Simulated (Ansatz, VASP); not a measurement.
ZnS in VASP and in Ansatz

Contents of POSCAR:

```
ZnS
1.0
    3.8227000000      0.0000000000      0.0000000000
   -1.9113500000      3.3105553110      0.0000000000
    0.0000000000      0.0000000000     12.5200000000
Zn S
4 4
Direct
    0.6666666667      0.3333333333      0.7500000000
    0.3333333333      0.6666666667      0.2500000000
    0.0000000000      0.0000000000      0.5000000000
    0.0000000000      0.0000000000      0.0000000000
    0.6666666667      0.3333333333      0.9375000000
    0.3333333333      0.6666666667      0.4375000000
    0.0000000000      0.0000000000      0.6875000000
    0.0000000000      0.0000000000      0.1875000000
```

Contents of INCAR.step1:

```
PREC = Accurate
ENCUT = 600
ISMEAR = -1
SIGMA = 0.05
LREAL = False
LASPH = True
NELM = 80
GGA = PE
ALGO = Normal
EDIFF = 1E-4
LWAVE = True
LCHARG = False
```

Contents of INCAR.step2:

```
PREC = Accurate
ENCUT = 600
EDIFF = 1E-7
ISMEAR = -1
SIGMA = 0.05
LREAL = False
LASPH = True
NELM = 80
ALGO = Normal
ISIF = 3
LWAVE = False
LCHARG = False
METAGGA = R2SCAN
LMIXTAU = True
IBRION = 2
NSW = 60
EDIFFG = -0.01
ISTART = 1
```

KPOINTS

```
Automatic mesh
0
Gamma
  8 8 3
```

input.yaml

```yaml
crystal:
  lattice:
    - [3.8227, 0.0, 0.0]
    - [-1.91135, 3.310555311, 0.0]
    - [0.0, 0.0, 12.52]
  atoms:
    - { symbol: Zn, position: [0.6666666667, 0.3333333333, 0.75] }
    - { symbol: Zn, position: [0.3333333333, 0.6666666667, 0.25] }
    - { symbol: Zn, position: [0.0, 0.0, 0.5] }
    - { symbol: Zn, position: [0.0, 0.0, 0.0] }
    - { symbol: S, position: [0.6666666667, 0.3333333333, 0.9375] }
    - { symbol: S, position: [0.3333333333, 0.6666666667, 0.4375] }
    - { symbol: S, position: [0.0, 0.0, 0.6875] }
    - { symbol: S, position: [0.0, 0.0, 0.1875] }
hamiltonian:
  xc: r2scan
  pseudopotentials: { kind: paw }
kpoints:
  mp_grid: { grid: [8, 8, 3] }
scf:
  occupations: { method: fermi_dirac, width: 0.05 }
output:
  forces: true
  stress: true
relax:
  f_tol: 0.01
  max_steps: 40
  cell: { stress_tol: 0.05 }
```

Alike in both runs: task relaxation of cell and atoms; functional r2SCAN; k mesh 8 × 8 × 3; occupations fermi-dirac, width 0.05 eV; no spin polarisation.

|  | VASP | Ansatz |
| --- | --- | --- |
| version | VASP 6.6.1 | Ansatz 0.2.0 |
| potentials or method | VASP PAW PBE potentials, release 64 (Zn, S) | Ansatz PAW |
| plane-wave cutoff (eV) | 600 | 500 |
| valence electrons in the cell | 72 | 72 |

Ansatz gave:

```
relaxed volume (Å³/atom)                                        : 19.57
relaxed length of the cell vector where the two differ most in proportion (Å) : 3.808
```

**Question.** Estimate VASP's values.

**Answer.** Relaxed volume (Å³/atom): 19.59; relaxed length of the cell vector where the two differ most in proportion (Å): 3.810.

VASP's potentials were made for PBE, not for r2SCAN.

Noted on Ansatz's run: odd divisions of the mesh miss points on the zone boundary, where band edges often lie, so the gap on the mesh can be too wide; the plane-wave basis is chosen anew once the cell has moved, so the energies of steps on either side of that aren't comparable.
